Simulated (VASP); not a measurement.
# ZnRuC4N4 (P-43m) in VASP: single point with PBE

Aim: the single point of ZnRuC4N4 with PBE.

Program: VASP 6.6.1. These are calculated values, not measurements. Logs are shortened: lines on timing, memory, paths and dates and some standing lists are left out, and cuts for length are marked.

## Step 1: The cell of the first run

The structure is cubic, space group P-43m (No. 215). The conventional cell has a = 5.858 Å, b = 5.858 Å, c = 5.858 Å, α = 90.00°, β = 90.00°, γ = 90.00°. Zn (site symmetry -43m) has 4 N at 2.01 Å within 2.7 Å. Within 2.5 Å of Ru (site symmetry -43m) lie 4 C at 1.90 Å. C (site symmetry 3m) has 1 N at 1.17 Å within 1.6 Å. N (site symmetry 3m) has 1 C at 1.17 Å within 1.6 Å.

## Step 2: Single point, PBE, collinear spin, ferromagnetic start

The input, INCAR:

```
SYSTEM = ZnRuC4N4
PREC     = Accurate       ! precision mode
ENCUT    = 700            ! plane-wave cutoff, eV
EDIFF    = 1E-6           ! SCF threshold, eV
ISMEAR   = 0              ! smearing method
SIGMA    = 0.1            ! smearing width, eV
LREAL    = .False.        ! projectors in reciprocal space
LASPH    = .True.         ! aspherical terms in the spheres
NELM     = 200            ! most SCF steps
ALGO     = Normal         ! electronic algorithm
ISIF     = 2              ! what is computed and relaxed
LWAVE    = .False.        ! write WAVECAR
LCHARG   = .False.        ! write CHGCAR
ISPIN    = 2              ! spin polarisation
MAGMOM   = 0 1 0 0 0 0 0 0 0 0 ! initial moments
LORBIT   = 11             ! projections on sites
LMAXMIX  = 4              ! l up to which the mixer works
GGA      = PE             ! functional
NBANDS   = 47             ! bands
GGA_COMPAT= .False.
```

The input, KPOINTS:

```
Automatic mesh
0
Gamma
  4 4 4
  0 0 0
```

The input, POSCAR:

```
ZnRuC4N4
1.0
    5.8583731800      0.0000000000      0.0000000000
    0.0000000000      5.8583731800      0.0000000000
    0.0000000000      0.0000000000      5.8583731800
Zn Ru C N
1 1 4 4
Direct
    0.5000000000      0.5000000000      0.5000000000
    0.0000000000      0.0000000000      0.0000000000
    0.1868532600      0.1868532600      0.1868532600
    0.1868532600      0.8131467400      0.8131467400
    0.8131467400      0.1868532600      0.8131467400
    0.8131467400      0.8131467400      0.1868532600
    0.3021582700      0.3021582700      0.3021582700
    0.3021582700      0.6978417300      0.6978417300
    0.6978417300      0.3021582700      0.6978417300
    0.6978417300      0.6978417300      0.3021582700
```

Potentials or basis: VASP PAW PBE potentials, release 64 (Zn, Ru_sv, C, N).

The run is started by

```
> cat potpaw_PBE.64/Zn/POTCAR potpaw_PBE.64/Ru_sv/POTCAR potpaw_PBE.64/C/POTCAR potpaw_PBE.64/N/POTCAR > POTCAR
> mpirun -np 1 vasp_std > vasp.out
```

OUTCAR:

```text
SYSTEM = ZnRuC4N4
   PREC = Accurate
   ENCUT = 700
   EDIFF = 1E-6
   ISMEAR = 0
   LREAL = .False.
   LASPH = .True.
   NELM = 200
   ISIF = 2
   ISPIN = 2
   LORBIT = 11
   GGA = PE

 ion  position               nearest neighbor table
   1  0.500  0.500  0.500-   7 2.01   8 2.01   9 2.01  10 2.01
   2  0.000  0.000  0.000-   3 1.90   4 1.90   5 1.90   6 1.90
   3  0.187  0.187  0.187-   7 1.17   2 1.90
   4  0.187  0.813  0.813-   8 1.17   2 1.90
   5  0.813  0.187  0.813-   9 1.17   2 1.90
   6  0.813  0.813  0.187-  10 1.17   2 1.90
   7  0.302  0.302  0.302-   3 1.17   1 2.01
   8  0.302  0.698  0.698-   4 1.17   1 2.01
   9  0.698  0.302  0.698-   5 1.17   1 2.01
  10  0.698  0.698  0.302-   6 1.17   1 2.01

  LATTYP: Found a simple cubic cell.
 ALAT       =     5.8583731800

  Lattice vectors:

 A1 = (   5.8583731800,   0.0000000000,   0.0000000000)
 A2 = (   0.0000000000,   5.8583731800,   0.0000000000)
 A3 = (   0.0000000000,   0.0000000000,   5.8583731800)

Analysis of symmetry for initial positions (statically):
=====================================================================
 Subroutine PRICEL returns:
 Original cell was already a primitive cell.

 Routine SETGRP: Setting up the symmetry group for a
 simple cubic supercell.

 Subroutine GETGRP returns: Found 24 space group operations
 (whereof 24 operations were pure point group operations)
 out of a pool of 48 trial point group operations.

The static configuration has the point symmetry T_d .

Analysis of symmetry for dynamics (positions and initial velocities):
=====================================================================
 Subroutine PRICEL returns:
 Original cell was already a primitive cell.

 Routine SETGRP: Setting up the symmetry group for a
 simple cubic supercell.

 Subroutine GETGRP returns: Found 24 space group operations
 (whereof 24 operations were pure point group operations)
 out of a pool of 48 trial point group operations.

The dynamic configuration has the point symmetry T_d .

Analysis of structural, dynamic, and magnetic symmetry:
=====================================================================
 Subroutine PRICEL returns:
 Original cell was already a primitive cell.

 Routine SETGRP: Setting up the symmetry group for a
 simple cubic supercell.

 Subroutine GETGRP returns: Found 24 space group operations
 (whereof 24 operations were pure point group operations)
 out of a pool of 48 trial point group operations.

The overall configuration has the point symmetry T_d .

 Subroutine INISYM returns: Found 24 space group operations
 (whereof 24 operations are pure point group operations),
 and found     1 'primitive' translations

----------------------------------------------------------------------------------------

                                     Primitive cell

  volume of cell :     201.0625

  direct lattice vectors                    reciprocal lattice vectors
     5.858373180  0.000000000  0.000000000     0.170695852  0.000000000  0.000000000
     0.000000000  5.858373180  0.000000000     0.000000000  0.170695852  0.000000000
     0.000000000  0.000000000  5.858373180     0.000000000  0.000000000  0.170695852

  length of vectors
     5.858373180  5.858373180  5.858373180     0.170695852  0.170695852  0.170695852

  position of ions in fractional coordinates (direct lattice)
     0.500000000  0.500000000  0.500000000
     0.000000000  0.000000000  0.000000000
     0.186853260  0.186853260  0.186853260
     0.186853260  0.813146740  0.813146740
     0.813146740  0.186853260  0.813146740
     0.813146740  0.813146740  0.186853260
     0.302158270  0.302158270  0.302158270
     0.302158270  0.697841730  0.697841730
     0.697841730  0.302158270  0.697841730
     0.697841730  0.697841730  0.302158270

  ion indices of the primitive-cell ions
   primitive index   ion index
                 1           1
                 2           2
                 3           3
                 4           4
                 5           5
                 6           6
                 7           7
                 8           8
                 9           9
                10          10

----------------------------------------------------------------------------------------

 KPOINTS: Automatic mesh

Automatic generation of k-mesh.
 Grid dimensions read from file:
 generate k-points for:    4    4    4

 Generating k-lattice:

  Cartesian coordinates                     Fractional coordinates (reciprocal lattice)
     0.042673963  0.000000000  0.000000000     0.250000000  0.000000000  0.000000000
     0.000000000  0.042673963  0.000000000     0.000000000  0.250000000  0.000000000
     0.000000000  0.000000000  0.042673963     0.000000000  0.000000000  0.250000000

  Length of vectors
     0.042673963  0.042673963  0.042673963

  Shift w.r.t. Gamma in fractional coordinates (k-lattice)
     0.000000000  0.000000000  0.000000000

 Subroutine IBZKPT returns following result:
 ===========================================

 Found     10 irreducible k-points:

 Following reciprocal coordinates:
            Coordinates               Weight
  0.000000  0.000000  0.000000      1.000000
  0.250000  0.000000  0.000000      6.000000
  0.500000  0.000000  0.000000      3.000000
  0.250000  0.250000  0.000000     12.000000
  0.500000  0.250000  0.000000     12.000000
  0.500000  0.500000  0.000000      3.000000
  0.250000  0.250000  0.250000      8.000000
  0.500000  0.250000  0.250000     12.000000
  0.500000  0.500000  0.250000      6.000000
  0.500000  0.500000  0.500000      1.000000
   k-points           NKPTS =     10   k-points in BZ     NKDIM =     10   number of bands    NBANDS=     47
   number of dos      NEDOS =    301   number of ions     NIONS =     10
   total plane-waves  NPLWV = 157464
   dimension x,y,z NGX =    54 NGY =   54 NGZ =   54
   dimension x,y,z NGXF=   108 NGYF=  108 NGZF=  108
   ions per type =               1   1   4   4
   NGX,Y,Z   is equivalent  to a cutoff of  15.32, 15.32, 15.32 a.u.
   NGXF,Y,Z  is equivalent  to a cutoff of  30.65, 30.65, 30.65 a.u.
 SYSTEM =  ZnRuC4N4
   PREC   = accura    normal or accurate (medium, high low for compatibility)
   ISTART =      0    job   : 0-new  1-cont  2-samecut
   ICHARG =      2    charge: 1-file 2-atom 10-const
   ISPIN  =      2    spin polarized calculation?
   LNONCOLLINEAR =      F non collinear calculations
   LSORBIT =      F    spin-orbit coupling
   LASPH  =      T    aspherical Exc in radial PAW
   ENCUT  =  700.0 eV  51.45 Ry    7.17 a.u.  12.64 12.64 12.64*2*pi/ulx,y,z
   NELM   =    200;   NELMIN=  2; NELMDL= -5     # of ELM steps
   EDIFF  = 0.1E-05   stopping-criterion for ELM
   LREAL  =      F    real-space projection
[... 7 lines left out ...]
   TEBEG  =    0.0;   TEEND  =   0.0 temperature during run
   PSTRESS=    0.0 pullay stress
   NELECT =      64.0000    total number of electrons
   NUPDOWN=      -1.0000    fix difference up-down
   EMIN   =  10.00;   EMAX   =-10.00  energy-range for DOS
   EFERMI =   0.00;   METHOD = LEGACY
   ISMEAR =     0;   SIGMA  =   0.10  broadening in eV -4-tet -1-fermi 0-gaus
   EFERMI_NEDOS =   21; number of points for ismear=-14 and -15
   IALGO  =     38    algorithm
   IMIX   =      4    mixing-type and parameters
     AMIX     =   0.40;   BMIX     =  1.00
     AMIX_MAG =   1.60;   BMIX_MAG =  1.00
  volume/ion in A,a.u.               =      20.11       135.68
  Fermi-wavevector in a.u.,A,eV,Ry     =   1.117784  2.112305 16.999670  1.249440
  Thomas-Fermi vector in A             =   2.254409
   LORBIT       =     11    0 simple, 1 ext, 2 COOP (PROOUT), +10 PAW based schemes
   GGA     = PE    functional components
   LHFCALC =     F    Hartree Fock is set to
   AEXX    =    0.0000 exact exchange contribution
   IVDW    =     0    specifies the selected vdW correction
   LEPSILON=     F    determine dielectric tensor
   LRPA    =     F    only Hartree local field effects (RPA)
 spin polarized calculation
 Gauss-broadening in eV      SIGMA  =   0.10
  energy-cutoff  :      700.00
  volume of cell :      201.06
 maximum number of plane-waves:      8480
 NGX is ok and might be reduce to    54
   NGX = 25   NGY = 25   NGZ = 25

 number of electron      63.9999988 magnetization       1.9998980

 Free energy of the ion-electron system (eV)
  ---------------------------------------------------
  ext. energy  EPLUGINS =         0.00000000
  ---------------------------------------------------
  free energy    TOTEN  =       -75.82604196 eV

  energy without entropy =      -75.77335594  energy(sigma->0) =      -75.79969895

 E-fermi :  -0.2368     XC(G=0):  -7.3637

 val. band max:       -0.2511521453   @ k =   0.5000   0.5000   0.2500
 cond. band min:      -0.2324207295   @ k =   0.5000   0.2500   0.2500
 fundamental gap:      0.0187314158
 Fermi energy:        -0.2367778412

 spin component 1

 k-point     1 :       0.0000    0.0000    0.0000
  band No.  band energies     occupation
      1     -73.7993      1.00000
      2     -43.8819      1.00000
      3     -43.8819      1.00000
      4     -43.8819      1.00000
      5     -18.4349      1.00000
      6     -18.3030      1.00000
[... 36 lines left out ...]
     43       4.8554      0.00000
     44       5.8154      0.00000
[... 381 lines left out ...]
      3     -43.8819      1.00000
      4     -43.8819      1.00000
      5     -18.3795      1.00000
      6     -18.3200      1.00000
[... 36 lines left out ...]
     43       5.3412      0.00000
     44       6.7256      0.00000
 Fermi energy:        -0.2367778412

 spin component 2

 k-point     1 :       0.0000    0.0000    0.0000
  band No.  band energies     occupation
      1     -73.2005      1.00000
      2     -43.2559      1.00000
      3     -43.2559      1.00000
      4     -43.2558      1.00000
      5     -18.3067      1.00000
      6     -18.1755      1.00000
[... 36 lines left out ...]
     43       5.0576      0.00000
     44       5.8959      0.00000
[... 381 lines left out ...]
      3     -43.2559      1.00000
      4     -43.2559      1.00000
      5     -18.2506      1.00000
      6     -18.1928      1.00000
[... 36 lines left out ...]
     43       5.4450      0.00000
     44       6.8670      0.00000
 [bands above 44 left out]

------------------------ aborting loop because EDIFF is reached ----------------------------------------

  FORCE on cell =-STRESS in cart. coord.  units (eV):
  Direction    XX          YY          ZZ          XY          YZ          ZX
  --------------------------------------------------------------------------------------
  -------------------------------------------------------------------------------------
  Total        3.6935569      3.6935569      3.6935569      0.0000000     -0.0000000      0.0000000
  in kB       29.4323054     29.4323054     29.4323054      0.0000000     -0.0000000      0.0000000
  external PRESSURE =      29.4323054 kB  Pullay stress =       0.0000000 kB

 VOLUME and BASIS-vectors are now :
 -----------------------------------------------------------------------------
  energy-cutoff  :      700.00
  volume of cell :      201.06
      direct lattice vectors                 reciprocal lattice vectors
     5.858373180  0.000000000  0.000000000     0.170695852  0.000000000  0.000000000
     0.000000000  5.858373180  0.000000000     0.000000000  0.170695852  0.000000000
     0.000000000  0.000000000  5.858373180     0.000000000  0.000000000  0.170695852

 POSITION                                       TOTAL-FORCE (eV/Angst)
 -----------------------------------------------------------------------------------
      2.92919      2.92919      2.92919         0.000000      0.000000     -0.000000
      0.00000      0.00000      0.00000         0.000000      0.000000     -0.000000
      1.09466      1.09466      1.09466         0.092832      0.092832      0.092832
      1.09466      4.76372      4.76372         0.092832     -0.092832     -0.092832
      4.76372      1.09466      4.76372        -0.092832      0.092832     -0.092832
      4.76372      4.76372      1.09466        -0.092832     -0.092832      0.092832
      1.77016      1.77016      1.77016         0.917031      0.917031      0.917031
      1.77016      4.08822      4.08822         0.917031     -0.917031     -0.917031
      4.08822      1.77016      4.08822        -0.917031      0.917031     -0.917031
      4.08822      4.08822      1.77016        -0.917031     -0.917031      0.917031
 -----------------------------------------------------------------------------------
    total drift:                                0.000000      0.000000      0.000000

  FREE ENERGIE OF THE ION-ELECTRON SYSTEM (eV)
  ---------------------------------------------------
  free  energy   TOTEN  =       -75.8260419597 eV

  energy  without entropy=      -75.7733559395  energy(sigma->0) =      -75.79969895

 total charge

# of ion       s       p       d       tot
------------------------------------------
    1        0.417   0.483   9.851  10.751
    2        2.248   6.167   5.384  13.799
    3        0.951   1.667   0.000   2.619
    4        0.951   1.667   0.000   2.619
    5        0.951   1.667   0.000   2.619
    6        0.951   1.667   0.000   2.619
    7        1.290   2.574   0.000   3.864
    8        1.290   2.574   0.000   3.864
    9        1.290   2.574   0.000   3.864
   10        1.290   2.574   0.000   3.864
--------------------------------------------------
tot         11.631  23.613  15.235  50.479

 magnetization (x)

# of ion       s       p       d       tot
------------------------------------------
    1        0.002   0.003   0.009   0.014
    2        0.004   0.080   0.659   0.744
    3        0.011   0.009   0.000   0.020
    4        0.011   0.009   0.000   0.020
    5        0.011   0.009   0.000   0.020
    6        0.011   0.009   0.000   0.020
    7        0.007   0.085   0.000   0.092
    8        0.007   0.085   0.000   0.092
    9        0.007   0.085   0.000   0.092
   10        0.007   0.085   0.000   0.092
--------------------------------------------------
tot          0.076   0.462   0.669   1.206
```

Run time: 6.4 min. Hardware: 1 thread of Intel Xeon Platinum 8259CL at 2.50GHz (Skylake/Cascade Lake), shared host; peak memory 0.65 GiB.

Results:

```
Free energy                                           : -75.8260 eV
Pressure                                              : 2.9 GPa
Largest force                                         : 1.588 eV/Å
Band gap on the k mesh                                : zero (filled and empty bands overlap)
Net moment                                            : 2.00 μB per cell
Site moments                                          : Zn +0.01; Ru +0.74; C +0.02; N +0.09 μB
Valence electrons inside the program's atomic spheres : Zn 10.75; Ru 13.80; C 2.62; N 3.86
```

Forces in eV/Å, atoms in the order of the input:
```
Zn   0.000  0.000  0.000
Ru   0.000  0.000  0.000
C    0.093  0.093  0.093
C    0.093 -0.093 -0.093
C   -0.093  0.093 -0.093
C   -0.093 -0.093  0.093
N    0.917  0.917  0.917
N    0.917 -0.917 -0.917
N   -0.917  0.917 -0.917
N   -0.917 -0.917  0.917
```

Levels at points of the mesh, in eV from the Fermi level:
Spin up:
```csv
k point,band 30,band 31,band 32,band 33,band 34,band 35,band 36,band 37,band 38,band 39
"(0.00, 0.00, 0.00)",-1.89,-1.89,-0.35,-0.35,-0.35,4.71,4.71,4.71,4.74,4.74
"(0.50, 0.00, 0.00)",-1.90,-1.77,-0.14,0.06,0.06,3.89,3.89,4.38,4.73,4.77
"(0.50, 0.50, 0.00)",-1.86,-1.76,-0.09,0.11,0.11,4.00,4.00,4.25,4.66,4.70
"(0.50, 0.50, 0.50)",-1.81,-1.81,-0.14,-0.14,-0.14,4.63,4.63,4.63,4.90,4.90
```
Spin down:
```tsv
k point	band 27	band 28	band 29	band 30	band 31	band 32	band 33	band 34	band 35	band 36
(0.00, 0.00, 0.00)	-3.61	-3.61	-3.61	-1.57	-1.57	0.24	0.24	0.24	4.89	4.96
(0.50, 0.00, 0.00)	-3.96	-3.67	-3.67	-1.58	-1.45	0.47	0.67	0.67	4.08	4.08
(0.50, 0.50, 0.00)	-3.70	-3.70	-3.66	-1.55	-1.44	0.54	0.73	0.73	4.17	4.17
(0.50, 0.50, 0.50)	-3.71	-3.71	-3.71	-1.49	-1.49	0.48	0.48	0.48	4.84	4.84
```

Caveat: forces of over 1 eV/Å act on the atoms, so gaps and moduli don't describe the material at rest.
